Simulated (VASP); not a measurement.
# BaTe (Fm-3m) in VASP: notebook

The runs below take BaTe through single point, with r2SCAN.

Program: VASP 6.6.1. These are calculated values, not measurements. Logs are shortened: lines on timing, memory, paths and dates and some standing lists are left out, and cuts for length are marked.

### 1 The cell of the first run

It takes space group Fm-3m (No. 225, cubic). The conventional cell has a = 6.681 Å, b = 6.681 Å, c = 6.681 Å, α = 90.00°, β = 90.00°, γ = 90.00°. Within 4.4 Å of Ba (site symmetry m-3m) lie 6 Te at 3.34 Å. Te (site symmetry m-3m) has 6 Ba at 3.34 Å within 4.4 Å.

### 2 Single point, r2SCAN

POSCAR reads:

```
BaTe
1.0
    0.0000000000      3.3403886307      3.3403886307
    3.3403886307      0.0000000000      3.3403886307
    3.3403886307      3.3403886307      0.0000000000
Ba Te
1 1
Direct
    0.0000000000      0.0000000000      0.0000000000
    0.5000000000      0.5000000000      0.5000000000
```

INCAR.step1 reads:

```
ALGO = Normal
EDIFF = 1E-4
ENCUT = 520
GGA = PE
ISMEAR = -1
LASPH = T
LCHARG = F
LREAL = F
LWAVE = T
NBANDS = 15
NELM = 100
PREC = Accurate
SIGMA = 0.05
```

INCAR.step2 reads:

```
ALGO = Normal
EDIFF = 1E-6
ENCUT = 520
ISIF = 2
ISMEAR = -1
ISTART = 1
LASPH = T
LCHARG = F
LMIXTAU = T
LREAL = F
LWAVE = F
METAGGA = R2SCAN
NBANDS = 15
NELM = 100
PREC = Accurate
SIGMA = 0.05
```

KPOINTS reads:

```
k-points
0
Gamma
  7 7 7
```

Potentials or basis: VASP PAW PBE potentials, release 64 (Ba_sv, Te).

Started as:

```bash
> cat potpaw_PBE.64/Ba_sv/POTCAR potpaw_PBE.64/Te/POTCAR > POTCAR
> cp INCAR.step1 INCAR
> mpirun -np 1 vasp_std > vasp.out
> cp INCAR.step2 INCAR
> mpirun -np 1 vasp_std > vasp.out
```

OUTCAR:

```text
EDIFF = 1E-6
   ENCUT = 520
   ISIF = 2
   ISMEAR = -1
   ISTART = 1
   LASPH = T
   LREAL = F
   METAGGA = R2SCAN
   NELM = 100
   PREC = Accurate

 ion  position               nearest neighbor table
   1  0.000  0.000  0.000-   2 3.34   2 3.34   2 3.34   2 3.34   2 3.34   2 3.34
   2  0.500  0.500  0.500-   1 3.34   1 3.34   1 3.34   1 3.34   1 3.34   1 3.34

  LATTYP: Found a face centered cubic cell.
 ALAT       =     6.6807772614

  Lattice vectors:

 A1 = (   0.0000000000,   3.3403886307,   3.3403886307)
 A2 = (   3.3403886307,   0.0000000000,   3.3403886307)
 A3 = (   3.3403886307,   3.3403886307,   0.0000000000)

Analysis of symmetry for initial positions (statically):
=====================================================================
 Subroutine PRICEL returns:
 Original cell was already a primitive cell.

 Routine SETGRP: Setting up the symmetry group for a
 face centered cubic supercell.

 Subroutine GETGRP returns: Found 48 space group operations
 (whereof 48 operations were pure point group operations)
 out of a pool of 48 trial point group operations.

The static configuration has the point symmetry O_h .

Analysis of symmetry for dynamics (positions and initial velocities):
=====================================================================
 Subroutine PRICEL returns:
 Original cell was already a primitive cell.

 Routine SETGRP: Setting up the symmetry group for a
 face centered cubic supercell.

 Subroutine GETGRP returns: Found 48 space group operations
 (whereof 48 operations were pure point group operations)
 out of a pool of 48 trial point group operations.

The dynamic configuration has the point symmetry O_h .

 Subroutine INISYM returns: Found 48 space group operations
 (whereof 48 operations are pure point group operations),
 and found     1 'primitive' translations

----------------------------------------------------------------------------------------

                                     Primitive cell

  volume of cell :      74.5454

  direct lattice vectors                    reciprocal lattice vectors
     0.000000000  3.340388631  3.340388631    -0.149683182  0.149683182  0.149683182
     3.340388631  0.000000000  3.340388631     0.149683182 -0.149683182  0.149683182
     3.340388631  3.340388631  0.000000000     0.149683182  0.149683182 -0.149683182

  length of vectors
     4.724022905  4.724022905  4.724022905     0.259258877  0.259258877  0.259258877

  position of ions in fractional coordinates (direct lattice)
[... 8 lines left out ...]
----------------------------------------------------------------------------------------

 KPOINTS: k-points

Automatic generation of k-mesh.
 Grid dimensions read from file:
 generate k-points for:    7    7    7

 Generating k-lattice:

  Cartesian coordinates                     Fractional coordinates (reciprocal lattice)
    -0.021383312  0.021383312  0.021383312     0.142857143  0.000000000  0.000000000
     0.021383312 -0.021383312  0.021383312     0.000000000  0.142857143  0.000000000
     0.021383312  0.021383312 -0.021383312     0.000000000  0.000000000  0.142857143

  Length of vectors
     0.037036982  0.037036982  0.037036982

  Shift w.r.t. Gamma in fractional coordinates (k-lattice)
     0.000000000  0.000000000  0.000000000

 Subroutine IBZKPT returns following result:
 ===========================================

 Found     20 irreducible k-points:

 Following reciprocal coordinates:
            Coordinates               Weight
  0.000000  0.000000  0.000000      1.000000
  0.142857  0.000000  0.000000      8.000000
  0.285714  0.000000  0.000000      8.000000
  0.428571  0.000000  0.000000      8.000000
  0.142857  0.142857  0.000000      6.000000
  0.285714  0.142857  0.000000     24.000000
[... 12 lines left out ...]
 -0.428571  0.428571  0.142857     24.000000
 -0.285714  0.428571  0.142857     24.000000
   k-points           NKPTS =     20   k-points in BZ     NKDIM =     20   number of bands    NBANDS=     15
   number of dos      NEDOS =    301   number of ions     NIONS =      2
   total plane-waves  NPLWV =  46656
   dimension x,y,z NGX =    36 NGY =   36 NGZ =   36
   dimension x,y,z NGXF=    72 NGYF=   72 NGZF=   72
   ions per type =               1   1
   NGX,Y,Z   is equivalent  to a cutoff of  12.67, 12.67, 12.67 a.u.
   NGXF,Y,Z  is equivalent  to a cutoff of  25.34, 25.34, 25.34 a.u.
 SYSTEM =  unknown system
   PREC   = accura    normal or accurate (medium, high low for compatibility)
   ISTART =      1    job   : 0-new  1-cont  2-samecut
   ICHARG =      0    charge: 1-file 2-atom 10-const
   ISPIN  =      1    spin polarized calculation?
   LNONCOLLINEAR =      F non collinear calculations
   LSORBIT =      F    spin-orbit coupling
   LASPH  =      T    aspherical Exc in radial PAW
   ENCUT  =  520.0 eV  38.22 Ry    6.18 a.u.   8.78  8.78  8.78*2*pi/ulx,y,z
   NELM   =    100;   NELMIN=  2; NELMDL=  0     # of ELM steps
   EDIFF  = 0.1E-05   stopping-criterion for ELM
   LREAL  =      F    real-space projection
[... 7 lines left out ...]
   TEBEG  =    0.0;   TEEND  =   0.0 temperature during run
   PSTRESS=    0.0 pullay stress
   NELECT =      16.0000    total number of electrons
   NUPDOWN=      -1.0000    fix difference up-down
   EMIN   =  10.00;   EMAX   =-10.00  energy-range for DOS
   EFERMI =   0.00;   METHOD = LEGACY
   ISMEAR =    -1;   SIGMA  =   0.05  broadening in eV -4-tet -1-fermi 0-gaus
   EFERMI_NEDOS =   21; number of points for ismear=-14 and -15
   IALGO  =     38    algorithm
   IMIX   =      4    mixing-type and parameters
     AMIX     =   0.40;   BMIX     =  1.00
     AMIX_MAG =   1.60;   BMIX_MAG =  1.00
  volume/ion in A,a.u.               =      37.27       251.53
  Fermi-wavevector in a.u.,A,eV,Ry     =   0.980184  1.852280 13.071956  0.960762
  Thomas-Fermi vector in A             =   2.111095
   LORBIT       =      0    0 simple, 1 ext, 2 COOP (PROOUT), +10 PAW based schemes
   METAGGA = R2SCAN    functional components
   LHFCALC =     F    Hartree Fock is set to
   AEXX    =    0.0000 exact exchange contribution
   IVDW    =     0    specifies the selected vdW correction
   LEPSILON=     F    determine dielectric tensor
   LRPA    =     F    only Hartree local field effects (RPA)
 non-spin polarized calculation
  energy-cutoff  :      520.00
  volume of cell :       74.55
 maximum number of plane-waves:      2017
   NGX = 17   NGY = 17   NGZ = 17

 number of electron      16.0000000 magnetization

 Free energy of the ion-electron system (eV)
  ---------------------------------------------------
  ext. energy  EPLUGINS =         0.00000000
  ---------------------------------------------------
  free energy    TOTEN  =       -55.72387853 eV

  energy without entropy =      -55.72387852  energy(sigma->0) =      -55.72387852

 E-fermi :   3.8072     XC(G=0):  -9.2385

 val. band max:        3.0393945863   @ k =   0.0000   0.0000   0.0000
 cond. band min:       4.6046847306   @ k =   0.4286   0.4286   0.0000
 fundamental gap:      1.5652901442
 Fermi energy:         3.8071695046

 k-point     1 :       0.0000    0.0000    0.0000
  band No.  band energies     occupation
      1     -24.4412      2.00000
      2      -9.2080      2.00000
      3      -9.2080      2.00000
      4      -9.2080      2.00000
      5      -7.1299      2.00000
      6       3.0394      2.00000
      7       3.0394      2.00000
      8       3.0394      2.00000
      9       6.2462      0.00000
     10       6.2462      0.00000
     11       6.2462      0.00000
     12       7.0820      0.00000
     13       7.0820      0.00000
     14       7.2804      0.00000
     15      10.5502      0.00000

 k-point     2 :       0.1429    0.0000    0.0000
  band No.  band energies     occupation
      1     -24.4355      2.00000
      2      -9.4168      2.00000
      3      -9.2102      2.00000
      4      -9.2102      2.00000
      5      -6.8440      2.00000
      6       2.3307      2.00000
      7       2.6502      2.00000
      8       2.6502      2.00000
      9       6.3569      0.00000
     10       6.5533      0.00000
     11       6.5533      0.00000
     12       7.8120      0.00000
     13       7.8120      0.00000
     14       8.1244      0.00000
     15      11.3262      0.00000

 k-point     3 :       0.2857    0.0000    0.0000
  band No.  band energies     occupation
      1     -24.4225      2.00000
      2      -9.7737      2.00000
      3      -9.2150      2.00000
      4      -9.2150      2.00000
      5      -6.2969      2.00000
      6       1.2110      2.00000
      7       2.0207      2.00000
      8       2.0207      2.00000
      9       6.7094      0.00000
     10       7.3625      0.00000
     11       7.3625      0.00000
     12       9.4875      0.00000
     13       9.4875      0.00000
     14       9.5402      0.00000
     15      12.5381      0.00000
[... 271 lines left out ...]
 k-point    19 :      -0.4286    0.4286    0.1429
  band No.  band energies     occupation
      1     -24.4021      2.00000
      2      -9.6222      2.00000
      3      -9.3923      2.00000
      4      -9.3912      2.00000
      5      -6.5694      2.00000
      6       1.6377      2.00000
      7       1.9988      2.00000
      8       2.3084      2.00000
      9       5.5787      0.00000
     10       8.6016      0.00000
     11       8.6403      0.00000
     12       9.7010      0.00000
     13       9.9427      0.00000
     14      10.4531      0.00000
     15      12.2768      0.00000

 k-point    20 :      -0.2857    0.4286    0.1429
  band No.  band energies     occupation
      1     -24.4012      2.00000
      2      -9.6243      2.00000
      3      -9.4864      2.00000
      4      -9.3598      2.00000
      5      -6.4263      2.00000
      6       1.4095      2.00000
      7       1.9866      2.00000
      8       2.0171      2.00000
      9       6.5620      0.00000
     10       7.5627      0.00000
     11       9.1137      0.00000
     12       9.5090      0.00000
     13       9.5890      0.00000
     14      12.0122      0.00000
     15      12.4883      0.00000

------------------------ aborting loop because EDIFF is reached ----------------------------------------

  FORCE on cell =-STRESS in cart. coord.  units (eV):
  Direction    XX          YY          ZZ          XY          YZ          ZX
  --------------------------------------------------------------------------------------
  -------------------------------------------------------------------------------------
  Total        3.6906988      3.6906988      3.6906988      0.0000000      0.0000000     -0.0000000
  in kB       79.3228290     79.3228290     79.3228290      0.0000000      0.0000000     -0.0000000
  external PRESSURE =      79.3228290 kB  Pullay stress =       0.0000000 kB

 VOLUME and BASIS-vectors are now :
 -----------------------------------------------------------------------------
  energy-cutoff  :      520.00
  volume of cell :       74.55
      direct lattice vectors                 reciprocal lattice vectors
     0.000000000  3.340388631  3.340388631    -0.149683182  0.149683182  0.149683182
     3.340388631  0.000000000  3.340388631     0.149683182 -0.149683182  0.149683182
     3.340388631  3.340388631  0.000000000     0.149683182  0.149683182 -0.149683182

 POSITION                                       TOTAL-FORCE (eV/Angst)
 -----------------------------------------------------------------------------------
      0.00000      0.00000      0.00000         0.000000      0.000000     -0.000000
      3.34039      3.34039      3.34039         0.000000     -0.000000      0.000000
 -----------------------------------------------------------------------------------
    total drift:                                0.000000      0.000000      0.000000

  FREE ENERGIE OF THE ION-ELECTRON SYSTEM (eV)
  ---------------------------------------------------
  free  energy   TOTEN  =       -55.7238785265 eV

  energy  without entropy=      -55.7238785196  energy(sigma->0) =      -55.72387852
```

Run time: 40 s. Hardware: 1 thread of Intel Xeon 6975P-C (Granite Rapids), shared host; peak memory 0.22 GiB.

What came out:

```
Free energy            : -55.7239 eV
Pressure               : 7.9 GPa
Band gap on the k mesh : 1.57 eV, indirect (least direct gap 1.94 eV)
```

Levels at points of the mesh, in eV from the valence-band top:
```
           k point  band 6  band 7  band 8  band 9  band 10  band 11
(0.00, 0.00, 0.00)    0.00    0.00    0.00    3.21     3.21     3.21
```

Caveat: the PAW data sets were made with another functional, which shifts forces and pressure a little; spin-orbit coupling is left out, which moves the levels of the heavy elements. r2SCAN opens gaps a little over a GGA but as a rule still falls short of measured ones.

(Part 1 of 2 ends here.)
